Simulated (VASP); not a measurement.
# ZnO (P6_3mc) in VASP: further runs

Runs on ZnO. Level: PBEsol. Tasks: single point.

Program: VASP 6.6.1. These are calculated values, not measurements. Logs are shortened: lines on timing, memory, paths and dates and some standing lists are left out, and cuts for length are marked.

**The experiment to reproduce.**

From “Electronic structure of alkaline earth and post-transition metal oxides”, 2009, arxiv:0908.1581, for a bulk crystal of ZnO: band gap 3.37 eV.

The runs below are set against these values where they give the same quantity.

### Step 1. The cell of the first run

The structure is hexagonal, space group P6_3mc (No. 186). The conventional cell has a = 3.230 Å, b = 3.230 Å, c = 5.214 Å, α = 90.00°, β = 90.00°, γ = 120.00°. Within 2.6 Å of Zn (site symmetry 3m) lie 4 O at 1.97 to 1.98 Å. O (site symmetry 3m) has 4 Zn at 1.97 to 1.98 Å within 2.6 Å.

### Step 2. Single point, PBEsol

INCAR reads:

```
SYSTEM = ZnO
ALGO = Normal ; EDIFF = 1E-6
ENCUT = 520 ; GGA = PS
ISIF = 2 ; ISMEAR = 0
LASPH = .TRUE. ; LCHARG = .TRUE.
LELF = .TRUE. ; LREAL = .FALSE.
LVHAR = .TRUE. ; LWAVE = .FALSE.
NBANDS = 26 ; NELM = 80
PREC = Accurate ; SIGMA = 0.02
```

KPOINTS reads:

```
k-points
0
G
  12 12 6
  0 0 0
```

POSCAR reads:

```
ZnO
1.0
    3.2300235054      0.0000000000      0.0000000000
   -1.6150117527      2.7972824105      0.0000000000
    0.0000000000      0.0000000000      5.2142972946
Zn O
2 2
Direct
    0.3333333333      0.6666666667      0.0015843129
    0.6666666667      0.3333333333      0.5015843129
    0.3333333333      0.6666666667      0.3805156871
    0.6666666667      0.3333333333      0.8805156871
```

Potentials or basis: VASP PAW PBE potentials, release 64 (Zn, O).

On the command line:

```console
$ cat potpaw_PBE.64/Zn/POTCAR potpaw_PBE.64/O/POTCAR > POTCAR
$ mpirun -np 1 vasp_std > vasp.out
```

OUTCAR:

```text
SYSTEM = ZnO
   EDIFF = 1E-6
   ENCUT = 520
   GGA = PS
   ISIF = 2
   ISMEAR = 0
   LASPH = .TRUE.
   LREAL = .FALSE.
   NELM = 80
   PREC = Accurate

 ion  position               nearest neighbor table
   1  0.333  0.667  0.002-   4 1.97   4 1.97   4 1.97   3 1.98
   2  0.667  0.333  0.502-   3 1.97   3 1.97   3 1.97   4 1.98
   3  0.333  0.667  0.381-   2 1.97   2 1.97   2 1.97   1 1.98
   4  0.667  0.333  0.881-   1 1.97   1 1.97   1 1.97   2 1.98

  LATTYP: Found a hexagonal cell.
 ALAT       =     3.2300235054
 C/A-ratio  =     1.6143217800

  Lattice vectors:

 A1 = (   3.2300235054,   0.0000000000,   0.0000000000)
 A2 = (  -1.6150117527,   2.7972824105,   0.0000000000)
 A3 = (   0.0000000000,   0.0000000000,   5.2142972946)

Analysis of symmetry for initial positions (statically):
=====================================================================
 Subroutine PRICEL returns:
 Original cell was already a primitive cell.

 Routine SETGRP: Setting up the symmetry group for a
 hexagonal supercell.

 Subroutine GETGRP returns: Found 12 space group operations
 (whereof  6 operations were pure point group operations)
 out of a pool of 24 trial point group operations.

The static configuration has the point symmetry C_3v.
 The point group associated with its full space group is C_6v.

Analysis of symmetry for dynamics (positions and initial velocities):
=====================================================================
 Subroutine PRICEL returns:
 Original cell was already a primitive cell.

 Routine SETGRP: Setting up the symmetry group for a
 hexagonal supercell.

 Subroutine GETGRP returns: Found 12 space group operations
 (whereof  6 operations were pure point group operations)
 out of a pool of 24 trial point group operations.

The dynamic configuration has the point symmetry C_3v.
 The point group associated with its full space group is C_6v.

 Subroutine INISYM returns: Found 12 space group operations
 (whereof  6 operations are pure point group operations),
 and found     1 'primitive' translations

----------------------------------------------------------------------------------------

                                     Primitive cell

  volume of cell :      47.1127

  direct lattice vectors                    reciprocal lattice vectors
     3.230023505  0.000000000  0.000000000     0.309595270  0.178744913  0.000000000
    -1.615011753  2.797282410  0.000000000     0.000000000  0.357489825  0.000000000
     0.000000000  0.000000000  5.214297295     0.000000000  0.000000000  0.191780396

  length of vectors
     3.230023505  3.230023505  5.214297295     0.357489825  0.357489825  0.191780396

  position of ions in fractional coordinates (direct lattice)
     0.333333333  0.666666667  0.001584313
     0.666666667  0.333333333  0.501584313
     0.333333333  0.666666667  0.380515687
     0.666666667  0.333333333  0.880515687

  ion indices of the primitive-cell ions
   primitive index   ion index
                 1           1
                 2           2
                 3           3
                 4           4

----------------------------------------------------------------------------------------

 KPOINTS: k-points

Automatic generation of k-mesh.
 Grid dimensions read from file:
 generate k-points for:   12   12    6

 Generating k-lattice:

  Cartesian coordinates                     Fractional coordinates (reciprocal lattice)
     0.025799606  0.014895409  0.000000000     0.083333333  0.000000000  0.000000000
     0.000000000  0.029790819  0.000000000     0.000000000  0.083333333  0.000000000
     0.000000000  0.000000000  0.031963399     0.000000000  0.000000000  0.166666667

  Length of vectors
     0.029790819  0.029790819  0.031963399

  Shift w.r.t. Gamma in fractional coordinates (k-lattice)
     0.000000000  0.000000000  0.000000000

 Subroutine IBZKPT returns following result:
 ===========================================

 Found     76 irreducible k-points:

 Following reciprocal coordinates:
            Coordinates               Weight
  0.000000  0.000000  0.000000      1.000000
  0.083333  0.000000  0.000000      6.000000
  0.166667  0.000000  0.000000      6.000000
  0.250000 -0.000000  0.000000      6.000000
  0.333333 -0.000000  0.000000      6.000000
  0.416667 -0.000000  0.000000      6.000000
[... 16 lines left out ...]
  0.250000 -0.000000  0.166667     12.000000
  0.333333 -0.000000  0.166667     12.000000
 [... further k-points ...]
   k-points           NKPTS =     76   k-points in BZ     NKDIM =     76   number of bands    NBANDS=     26
   number of dos      NEDOS =    301   number of ions     NIONS =      4
   total plane-waves  NPLWV =  23040
   dimension x,y,z NGX =    24 NGY =   24 NGZ =   40
   dimension x,y,z NGXF=    48 NGYF=   48 NGZF=   80
   ions per type =               2   2
   NGX,Y,Z   is equivalent  to a cutoff of  12.35, 12.35, 12.75 a.u.
   NGXF,Y,Z  is equivalent  to a cutoff of  24.71, 24.71, 25.51 a.u.
 SYSTEM =  ZnO
   PREC   = accura    normal or accurate (medium, high low for compatibility)
   ISTART =      0    job   : 0-new  1-cont  2-samecut
   ICHARG =      2    charge: 1-file 2-atom 10-const
   ISPIN  =      1    spin polarized calculation?
   LNONCOLLINEAR =      F non collinear calculations
   LSORBIT =      F    spin-orbit coupling
   LASPH  =      T    aspherical Exc in radial PAW
   ENCUT  =  520.0 eV  38.22 Ry    6.18 a.u.   6.01  6.01  9.70*2*pi/ulx,y,z
   NELM   =     80;   NELMIN=  2; NELMDL= -5     # of ELM steps
   EDIFF  = 0.1E-05   stopping-criterion for ELM
   LREAL  =      F    real-space projection
   EDIFFG = 0.1E-04   stopping-criterion for IOM
   NSW    =      0    number of steps for IOM
   IBRION =     -1    ionic relax: 0-MD 1-quasi-New 2-CG
   NFREE  =      0    steps in history (QN), initial steepest desc. (CG)
   ISIF   =      2    stress and relaxation
   ISYM   =      2    0-nonsym 1-usesym 2-fastsym
   POTIM  = 0.5000    time-step for ionic-motion
   TEBEG  =    0.0;   TEEND  =   0.0 temperature during run
   PSTRESS=    0.0 pullay stress
   NELECT =      36.0000    total number of electrons
   NUPDOWN=      -1.0000    fix difference up-down
   EMIN   =  10.00;   EMAX   =-10.00  energy-range for DOS
   EFERMI =   0.00;   METHOD = LEGACY
   ISMEAR =     0;   SIGMA  =   0.02  broadening in eV -4-tet -1-fermi 0-gaus
   EFERMI_NEDOS =   21; number of points for ismear=-14 and -15
   IALGO  =     38    algorithm
   IMIX   =      4    mixing-type and parameters
     AMIX     =   0.40;   BMIX     =  1.00
     AMIX_MAG =   1.60;   BMIX_MAG =  1.00
  volume/ion in A,a.u.               =      11.78        79.48
  Fermi-wavevector in a.u.,A,eV,Ry     =   1.496683  2.828320 30.477854  2.240059
  Thomas-Fermi vector in A             =   2.608668
   LORBIT       =      0    0 simple, 1 ext, 2 COOP (PROOUT), +10 PAW based schemes
   GGA     = PS    functional components
   LHFCALC =     F    Hartree Fock is set to
   AEXX    =    0.0000 exact exchange contribution
   IVDW    =     0    specifies the selected vdW correction
   LEPSILON=     F    determine dielectric tensor
   LRPA    =     F    only Hartree local field effects (RPA)
 non-spin polarized calculation
 Gauss-broadening in eV      SIGMA  =   0.02
  energy-cutoff  :      520.00
  volume of cell :       47.11
 maximum number of plane-waves:      1290
   NGX = 13   NGY = 13   NGZ = 19

 number of electron      36.0000022 magnetization

 Free energy of the ion-electron system (eV)
  ---------------------------------------------------
  ext. energy  EPLUGINS =         0.00000000
  ---------------------------------------------------
  free energy    TOTEN  =       -19.41062966 eV

  energy without entropy =      -19.41062966  energy(sigma->0) =      -19.41062966

 E-fermi :   1.2359     XC(G=0): -11.2414

 val. band max:        1.1482049758   @ k =   0.0000   0.0000   0.0000
 cond. band min:       1.8376738579   @ k =   0.0000   0.0000   0.0000
 fundamental gap:      0.6894688821
 Fermi energy:         1.2359352469

 k-point     1 :       0.0000    0.0000    0.0000
  band No.  band energies     occupation
      1     -16.9822      2.00000
      2     -16.2267      2.00000
      3      -4.6631      2.00000
      4      -4.6213      2.00000
      5      -4.6213      2.00000
      6      -4.5780      2.00000
[... 18 lines left out ...]
     25      15.2679      0.00000
     26      15.2679      0.00000

 k-point     2 :       0.0833    0.0000    0.0000
  band No.  band energies     occupation
      1     -16.9421      2.00000
      2     -16.2087      2.00000
      3      -4.6766      2.00000
      4      -4.5992      2.00000
      5      -4.5984      2.00000
      6      -4.5513      2.00000
[... 18 lines left out ...]
     25      15.1740      0.00000
     26      15.3651      0.00000

 k-point     3 :       0.1667    0.0000    0.0000
  band No.  band energies     occupation
      1     -16.8288      2.00000
      2     -16.1603      2.00000
      3      -4.7928      2.00000
      4      -4.5382      2.00000
      5      -4.5197      2.00000
      6      -4.4706      2.00000
[... 18 lines left out ...]
     25      15.1234      0.00000
     26      15.4596      0.00000

 k-point     4 :       0.2500   -0.0000    0.0000
  band No.  band energies     occupation
      1     -16.6638      2.00000
      2     -16.0990      2.00000
      3      -4.9121      2.00000
      4      -4.5497      2.00000
      5      -4.4644      2.00000
      6      -4.3559      2.00000
[... 18 lines left out ...]
     25      14.4593      0.00000
     26      15.3024      0.00000
[... 496 lines left out ...]
      1     -16.7855      2.00000
      2     -16.2065      2.00000
      3      -4.8295      2.00000
      4      -4.6686      2.00000
      5      -4.5283      2.00000
      6      -4.4890      2.00000
[... 18 lines left out ...]
     25      14.2757      0.00000
     26      15.2409      0.00000

 k-point    23 :       0.2500   -0.0000    0.1667
  band No.  band energies     occupation
      1     -16.6264      2.00000
      2     -16.1371      2.00000
      3      -4.9458      2.00000
      4      -4.6735      2.00000
      5      -4.4500      2.00000
      6      -4.3776      2.00000
[... 18 lines left out ...]
     25      14.4593      0.00000
     26      15.1703      0.00000

 k-point    24 :       0.3333   -0.0000    0.1667
  band No.  band energies     occupation
      1     -16.4520      2.00000
      2     -16.0766      2.00000
      3      -5.0073      2.00000
      4      -4.7129      2.00000
      5      -4.3838      2.00000
      6      -4.2435      2.00000
[... 18 lines left out ...]
     25      14.5110      0.00000
     26      15.1308      0.00000

 [... further k-points ...]
[... 5 lines left out ...]
  --------------------------------------------------------------------------------------
  -------------------------------------------------------------------------------------
  Total        0.2263109      0.2263109      0.2284415      0.0000000     -0.0000000      0.0000000
  in kB        7.6962347      7.6962347      7.7686909      0.0000000     -0.0000000      0.0000000
  external PRESSURE =       7.7203868 kB  Pullay stress =       0.0000000 kB

 VOLUME and BASIS-vectors are now :
 -----------------------------------------------------------------------------
  energy-cutoff  :      520.00
  volume of cell :       47.11
      direct lattice vectors                 reciprocal lattice vectors
     3.230023505  0.000000000  0.000000000     0.309595270  0.178744913  0.000000000
    -1.615011753  2.797282410  0.000000000     0.000000000  0.357489825  0.000000000
     0.000000000  0.000000000  5.214297295     0.000000000  0.000000000  0.191780396

 POSITION                                       TOTAL-FORCE (eV/Angst)
 -----------------------------------------------------------------------------------
     -0.00000      1.86485      0.00826         0.000000     -0.000000      0.001440
      1.61501      0.93243      2.61541        -0.000000      0.000000      0.001440
     -0.00000      1.86485      1.98412         0.000000     -0.000000     -0.001440
      1.61501      0.93243      4.59127        -0.000000     -0.000000     -0.001440
 -----------------------------------------------------------------------------------
    total drift:                               -0.000000     -0.000000      0.002010

  FREE ENERGIE OF THE ION-ELECTRON SYSTEM (eV)
  ---------------------------------------------------
  free  energy   TOTEN  =       -19.4106296560 eV

  energy  without entropy=      -19.4106296560  energy(sigma->0) =      -19.41062966
```

It took 74 s on 1 thread of AMD EPYC 7R13 (Zen 3), shared host; peak memory 0.18 GiB.

Results:

```
Free energy            : -19.4106 eV
Pressure               : 0.8 GPa
Band gap on the k mesh : 0.69 eV, direct
```

Caveat: the PAW data sets were made with another functional, which shifts forces and pressure a little.

### Step 3. Single point, PBEsol

INCAR reads:

```
ALGO     = Normal         # electronic algorithm
EDIFF    = 1E-7           # SCF threshold, eV
ENCUT    = 520            # plane-wave cutoff, eV
GGA      = PS             # functional
ISIF     = 2              # what is computed and relaxed
ISMEAR   = 0              # smearing method
LASPH    = T              # aspherical terms in the spheres
LCHARG   = T              # write CHGCAR
LELF     = T              # ELF
LREAL    = F              # projectors in reciprocal space
LVHAR    = T            
LWAVE    = F              # write WAVECAR
NBANDS   = 26             # bands
NELM     = 80             # most SCF steps
PREC     = Accurate       # precision mode
SIGMA    = 0.02           # smearing width, eV
```

KPOINTS reads:

```
k-points
0
Gamma
  12 12 6
```

POSCAR is that of step 2.

Potentials or basis: VASP PAW PBE potentials, release 64 (Zn, O).

On the command line:

```console
$ cat potpaw_PBE.64/Zn/POTCAR potpaw_PBE.64/O/POTCAR > POTCAR
$ mpirun -np 1 vasp_std > vasp.out
```

Run time: 84 s. Hardware: 1 thread of AMD EPYC 7R13 (Zen 3), shared host; peak memory 0.18 GiB.

Results (log left out):

| Quantity | Value |
| --- | --- |
| Free energy | -19.4106 eV |
| Pressure | 1.0 GPa |
| Band gap on the k mesh | 0.69 eV, direct |

Levels at points of the mesh, in eV from the valence-band top:
```tsv
k point	band 14	band 15	band 16	band 17	band 18	band 19	band 20	band 21	band 22	band 23
(0.00, 0.00, 0.00)	-0.81	-0.81	-0.09	0.00	0.00	0.69	5.16	8.10	12.83	12.83
(0.50, 0.00, 0.00)	-3.61	-2.88	-2.32	-1.33	-0.86	5.73	6.72	7.43	8.51	10.50
(0.00, 0.00, 0.50)	-2.28	-0.40	-0.40	-0.40	-0.40	3.38	3.38	9.96	9.96	13.12
(0.50, 0.00, 0.50)	-3.79	-1.54	-1.54	-1.41	-1.41	5.58	5.58	8.40	8.40	11.18
```

Caveat: the PAW data sets were made with another functional, which shifts forces and pressure a little.

### Step 4. Comparison with measurements

Step 2. A measured gap of ZnO is 3.37 eV (quoted in “Electronic structure of alkaline earth and post-transition metal oxides”, 2009, arxiv:0908.1581); the calculated 0.69 eV misses it by -2.68 eV. So large a miss can be the level of theory's own, or it may mean another phase, state or a wrong row. The value is that of PBEsol, without temperature or zero-point motion. Semilocal functionals fall short of measured gaps as a rule.

Step 3. Against the measured gap of ZnO, 3.37 eV (quoted in “Electronic structure of alkaline earth and post-transition metal oxides”, 2009, arxiv:0908.1581), the calculated 0.69 eV is off by -2.68 eV. So large a miss can be the level of theory's own, or it may mean another phase, state or a wrong row. The value is that of PBEsol, without temperature or zero-point motion. Semilocal functionals fall short of measured gaps as a rule.
